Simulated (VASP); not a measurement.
# TePb (Fm-3m) in VASP: further runs, part 2 of 3

VASP 6.6.1. The steps go on from the part before.

## Step 4: Vibrations by perturbation theory, PBEsol

This run uses another cell than the first one, of 33.43 Å³/atom, 1.031 times its volume.

INCAR reads:

```
  PREC = Accurate
  ENCUT = 520
  EDIFF = 1E-8
  ISMEAR = 0
  SIGMA = 0.01
  LREAL = F
  LASPH = T
  NELM = 60
  ALGO = Normal
  ISIF = 2
  LWAVE = F
  LCHARG = T
  GGA = PS
  NBANDS = 17
  IBRION = 8
  NSW = 1
  LEPSILON = T
```

KPOINTS reads:

```
regular mesh
0
Gamma
  6 6 6
```

POSCAR reads:

```
TePb
1.0
    0.0000000000      3.2213337950      3.2213337950
    3.2213337950      0.0000000000      3.2213337950
    3.2213337950      3.2213337950      0.0000000000
Te Pb
1 1
Direct
    0.5000000000      0.5000000000      0.5000000000
    0.0000000000      0.0000000000      0.0000000000
```

Potentials or basis: VASP PAW PBE potentials, release 64 (Te, Pb_d).

Started as:

```console
> cat potpaw_PBE.64/Te/POTCAR potpaw_PBE.64/Pb_d/POTCAR > POTCAR
> mpirun -np 1 vasp_std > vasp.out
```

OUTCAR:

```text
PREC = Accurate
   ENCUT = 520
   EDIFF = 1E-8
   ISMEAR = 0
   LREAL = F
   LASPH = T
   NELM = 60
   ISIF = 2
   GGA = PS
   IBRION = 8
   NSW = 1
   LEPSILON = T

 ion  position               nearest neighbor table
   1  0.500  0.500  0.500-   2 3.22   2 3.22   2 3.22   2 3.22   2 3.22   2 3.22
   2  0.000  0.000  0.000-   1 3.22   1 3.22   1 3.22   1 3.22   1 3.22   1 3.22

  LATTYP: Found a face centered cubic cell.
 ALAT       =     6.4426675900

  Lattice vectors:

 A1 = (   0.0000000000,   3.2213337950,   3.2213337950)
 A2 = (   3.2213337950,   0.0000000000,   3.2213337950)
 A3 = (   3.2213337950,   3.2213337950,   0.0000000000)

Analysis of symmetry for initial positions (statically):
=====================================================================
 Subroutine PRICEL returns:
 Original cell was already a primitive cell.

 Routine SETGRP: Setting up the symmetry group for a
 face centered cubic supercell.

 Subroutine GETGRP returns: Found 48 space group operations
 (whereof 48 operations were pure point group operations)
 out of a pool of 48 trial point group operations.

The static configuration has the point symmetry O_h .

Analysis of symmetry for dynamics (positions and initial velocities):
=====================================================================
 Subroutine PRICEL returns:
 Original cell was already a primitive cell.

 Routine SETGRP: Setting up the symmetry group for a
 face centered cubic supercell.

 Subroutine GETGRP returns: Found 48 space group operations
 (whereof 48 operations were pure point group operations)
[... 567 lines left out ...]
          XX          YY          ZZ          XY          YZ          ZX
  --------------------------------------------------------------------------------
  x     0.00000     0.00000     0.00000     0.00000     0.00000     0.00000
  y     0.00000     0.00000     0.00000     0.00000     0.00000     0.00000
  z     0.00000     0.00000     0.00000     0.00000     0.00000     0.00000

 BORN EFFECTIVE CHARGES (including local field effects) (in |e|, cummulative output)
 ---------------------------------------------------------------------------------
 ion    1
    1    -5.59295     0.00000     0.00000
    2     0.00000    -5.59295     0.00000
    3     0.00000     0.00000    -5.59295
 ion    2
    1     5.59295     0.00000     0.00000
    2     0.00000     5.59295     0.00000
    3     0.00000     0.00000     5.59295

 INTERNAL STRAIN TENSOR FOR ION    2 for displacements in x,y,z  (eV/Angst):
          X           Y           Z          XY          YZ          ZX
  --------------------------------------------------------------------------------
  x     0.00000     0.00000     0.00000     0.00000     0.00000     0.00000
  y     0.00000     0.00000     0.00000     0.00000     0.00000     0.00000
  z     0.00000     0.00000     0.00000     0.00000     0.00000     0.00000

 SECOND DERIVATIVES (NOT SYMMETRIZED)
 ------------------------------------
               1X          1Y          1Z          2X          2Y          2Z
  1X    -0.336883    0.000000    0.000000    0.336883    0.000000    0.000000
  1Y     0.000000   -0.336883    0.000000    0.000000    0.336883    0.000000
  1Z     0.000000    0.000000   -0.336883    0.000000    0.000000    0.336883
  2X     0.335405    0.000000    0.000000   -0.335405    0.000000    0.000000
  2Y     0.000000    0.335405    0.000000    0.000000   -0.335405    0.000000
  2Z     0.000000    0.000000    0.335405    0.000000    0.000000   -0.335405

 Eigenvectors and eigenvalues of the dynamical matrix
 ----------------------------------------------------

   1 f  =    1.020234 THz     6.410318 2PiTHz   34.031336 cm-1     4.219346 meV
             X         Y         Z           dx          dy          dz
      3.221334  3.221334  3.221334     0.000000    0.704126    0.352307
      0.000000  0.000000  0.000000     0.000000   -0.551348   -0.275865
[... 21 lines left out ...]
   6 f/i=    0.001089 THz     0.006844 2PiTHz    0.036331 cm-1     0.004504 meV
             X         Y         Z           dx          dy          dz
      3.221334  3.221334  3.221334     0.000000    0.087621    0.610253
      0.000000  0.000000  0.000000     0.000000    0.111901    0.779353

--------------------------------------------------------------------------------------------------------

 MACROSCOPIC STATIC DIELECTRIC TENSOR IONIC CONTRIBUTION
 ------------------------------------------------------
         251.874470     0.000000     0.000000
           0.000000   251.874470     0.000000
           0.000000     0.000000   251.874470
 ------------------------------------------------------

 ELASTIC MODULI CONTR FROM IONIC RELAXATION (kBar)
 Direction    XX          YY          ZZ          XY          YZ          ZX
 --------------------------------------------------------------------------------
 XX           0.0000      0.0000      0.0000      0.0000      0.0000      0.0000
 YY           0.0000      0.0000      0.0000      0.0000      0.0000      0.0000
 ZZ           0.0000      0.0000      0.0000      0.0000      0.0000      0.0000
 XY           0.0000      0.0000      0.0000      0.0000      0.0000      0.0000
 YZ           0.0000      0.0000      0.0000      0.0000      0.0000      0.0000
 ZX           0.0000      0.0000      0.0000      0.0000      0.0000      0.0000
 --------------------------------------------------------------------------------

 PIEZOELECTRIC TENSOR IONIC CONTR  for field in x, y, z        (C/m^2)
          XX          YY          ZZ          XY          YZ          ZX
  --------------------------------------------------------------------------------
  x     0.00000     0.00000     0.00000     0.00000     0.00000     0.00000
  y     0.00000     0.00000     0.00000     0.00000     0.00000     0.00000
  z     0.00000     0.00000     0.00000     0.00000     0.00000     0.00000
```

Run time: 3.2 min. Hardware: 1 thread of Intel Xeon 6975P-C (Granite Rapids), shared host; peak memory 0.31 GiB.

Results:

* Electronic dielectric tensor (diagonal): 32.59
* Born charges (mean of the diagonal): Te -5.59; Pb +5.59 e
* Highest phonon frequency at Γ, LO-TO splitting left out: 34 cm⁻¹

Phonon frequencies in cm⁻¹ (negative: imaginary):
| q point | frequencies |
| --- | --- |
| (0.000, 0.000, 0.000) | 0 0 0 34 34 34 |

Electronic dielectric tensor:
```
32.59  0.00  0.00
 0.00 32.59  0.00
 0.00  0.00 32.59
```

Born effective charge tensors (e):
atom 1, Te
```
-5.59  0.00  0.00
 0.00 -5.59  0.00
 0.00  0.00 -5.59
```
atom 2, Pb
```
5.59 0.00 0.00
0.00 5.59 0.00
0.00 0.00 5.59
```

Caveat: the PAW data sets were made with another functional, which shifts forces and pressure a little; spin-orbit coupling is left out, which moves the levels of the heavy elements.

## Step 5: Vibrations by perturbation theory, PBEsol

This run uses another cell than the first one, of 33.43 Å³/atom, 1.031 times its volume.

Changes to INCAR since step 4:

```diff
@@ -16,2 +16 @@
   NSW = 1
-  LEPSILON = T
```

KPOINTS is that of step 4.

POSCAR is that of step 4.

Potentials or basis: VASP PAW PBE potentials, release 64 (Te, Pb_d).

Started as:

```console
> cat potpaw_PBE.64/Te/POTCAR potpaw_PBE.64/Pb_d/POTCAR > POTCAR
> mpirun -np 1 vasp_std > vasp.out
```

OUTCAR:

```text
PREC = Accurate
   ENCUT = 520
   EDIFF = 1E-8
   ISMEAR = 0
   LREAL = F
   LASPH = T
   NELM = 60
   ISIF = 2
   GGA = PS
   IBRION = 8
   NSW = 1

 ion  position               nearest neighbor table
   1  0.500  0.500  0.500-   2 3.22   2 3.22   2 3.22   2 3.22   2 3.22   2 3.22
   2  0.000  0.000  0.000-   1 3.22   1 3.22   1 3.22   1 3.22   1 3.22   1 3.22

  LATTYP: Found a face centered cubic cell.
 ALAT       =     6.4426675900

  Lattice vectors:

 A1 = (   0.0000000000,   3.2213337950,   3.2213337950)
 A2 = (   3.2213337950,   0.0000000000,   3.2213337950)
 A3 = (   3.2213337950,   3.2213337950,   0.0000000000)

Analysis of symmetry for initial positions (statically):
=====================================================================
 Subroutine PRICEL returns:
 Original cell was already a primitive cell.

 Routine SETGRP: Setting up the symmetry group for a
 face centered cubic supercell.

 Subroutine GETGRP returns: Found 48 space group operations
 (whereof 48 operations were pure point group operations)
 out of a pool of 48 trial point group operations.

The static configuration has the point symmetry O_h .

Analysis of symmetry for dynamics (positions and initial velocities):
=====================================================================
 Subroutine PRICEL returns:
 Original cell was already a primitive cell.

 Routine SETGRP: Setting up the symmetry group for a
 face centered cubic supercell.

 Subroutine GETGRP returns: Found 48 space group operations
 (whereof 48 operations were pure point group operations)
 out of a pool of 48 trial point group operations.

[... 493 lines left out ...]
    total drift:                               -0.000000      0.000000      0.000000

  FREE ENERGIE OF THE ION-ELECTRON SYSTEM (eV)
  ---------------------------------------------------
  free  energy   TOTEN  =        -8.2600601189 eV

  energy  without entropy=       -8.2600601189  energy(sigma->0) =       -8.26006012

[... ionic steps 2 to 3 ...]

--------------------------------------- Ionic step        4  -------------------------------------------

------------------------ aborting loop because EDIFF is reached ----------------------------------------

[... ionic steps 5 to 6 ...]

--------------------------------------- Ionic step        7  -------------------------------------------

 Free energy of the ion-electron system (eV)
  ---------------------------------------------------
  ---------------------------------------------------
  free energy    TOTEN  =        -0.33551246 eV

  energy without entropy =       -0.33551246

------------------------ aborting loop because EDIFF is reached ----------------------------------------

 INTERNAL STRAIN TENSOR  FOR ION    2  DIRECTION 1   (eV/Angst):
 -----------------------------------------------------------------------------
     0.01220  0.00000  0.00000
    -0.00000 -0.00283  0.00000
     0.00000  0.00000 -0.00283

 INTERNAL STRAIN TENSOR FOR ION    2 for displacements in x,y,z  (eV/Angst):
          X           Y           Z          XY          YZ          ZX
  --------------------------------------------------------------------------------
  x     0.00000     0.00000     0.00000     0.00000     0.00000     0.00000
  y     0.00000     0.00000     0.00000     0.00000     0.00000     0.00000
  z     0.00000     0.00000     0.00000     0.00000     0.00000     0.00000

 SECOND DERIVATIVES (NOT SYMMETRIZED)
 ------------------------------------
               1X          1Y          1Z          2X          2Y          2Z
  1X    -0.336884    0.000000    0.000000    0.336884    0.000000    0.000000
  1Y     0.000000   -0.336884    0.000000    0.000000    0.336884    0.000000
  1Z     0.000000    0.000000   -0.336884    0.000000    0.000000    0.336884
  2X     0.335408    0.000000    0.000000   -0.335408    0.000000    0.000000
  2Y     0.000000    0.335408    0.000000    0.000000   -0.335408    0.000000
  2Z     0.000000    0.000000    0.335408    0.000000    0.000000   -0.335408

 Eigenvectors and eigenvalues of the dynamical matrix
 ----------------------------------------------------

   1 f  =    1.020236 THz     6.410332 2PiTHz   34.031412 cm-1     4.219355 meV
             X         Y         Z           dx          dy          dz
      3.221334  3.221334  3.221334    -0.787344    0.000000    0.000000
      0.000000  0.000000  0.000000     0.616513    0.000000    0.000000
[... 21 lines left out ...]
   6 f/i=    0.001087 THz     0.006828 2PiTHz    0.036251 cm-1     0.004494 meV
             X         Y         Z           dx          dy          dz
      3.221334  3.221334  3.221334    -0.616513    0.000000    0.000000
      0.000000  0.000000  0.000000    -0.787344    0.000000    0.000000

--------------------------------------------------------------------------------------------------------

 ELASTIC MODULI CONTR FROM IONIC RELAXATION (kBar)
 Direction    XX          YY          ZZ          XY          YZ          ZX
 --------------------------------------------------------------------------------
 XX           0.0000      0.0000      0.0000      0.0000      0.0000      0.0000
 YY           0.0000      0.0000      0.0000      0.0000      0.0000      0.0000
 ZZ           0.0000      0.0000      0.0000      0.0000      0.0000      0.0000
 XY           0.0000      0.0000      0.0000      0.0000      0.0000      0.0000
 YZ           0.0000      0.0000      0.0000      0.0000      0.0000      0.0000
 ZX           0.0000      0.0000      0.0000      0.0000      0.0000      0.0000
 --------------------------------------------------------------------------------
```

stdout:

```text
POSCAR found type information on POSCAR TePb
 POSCAR found :  2 types and       2 ions
 scaLAPACK will be used
 -----------------------------------------------------------------------------
|                                                                             |
|                                                                             |
|     You enforced a specific xc type in the INCAR file but a different       |
|     I HOPE YOU KNOW WHAT YOU ARE DOING!                                     |
|                                                                             |
 -----------------------------------------------------------------------------

 LDA part: xc-table for (Slater+PW92), standard interpolation
 POSCAR, INCAR and KPOINTS ok, starting setup
 FFT: planning ... GRIDC
 FFT: planning ... GRID_SOFT
 FFT: planning ... GRID
 WAVECAR not read
 entering main loop
 Linear response reoptimize wavefunctions to high precision
 Linear response DOF=           2
 Linear response progress:
 first order change of Fermi-energy  -0.13189E+00
 force on displaced ion       1 direction 1 :  -0.337   0.000   0.000
 Linear response progress:
 first order change of Fermi-energy   0.13206E+00
 force on displaced ion       2 direction 1 :  -0.335   0.000   0.000
 Linear response finished
```

Wall time 63 s (1 thread of Intel Xeon 6975P-C (Granite Rapids), shared host); peak memory 0.28 GiB.

What came out:

```yaml
Highest_phonon_frequency_at_Γ_LO-TO_splitting_left_out: 34 cm⁻¹
```

Phonon frequencies in cm⁻¹ (negative: imaginary):
```
              q point     frequencies
(0.000, 0.000, 0.000)  0 0 0 34 34 34
```

Caveat: the PAW data sets were made with another functional, which shifts forces and pressure a little; spin-orbit coupling is left out, which moves the levels of the heavy elements.

(Part 2 of 3 ends here.)
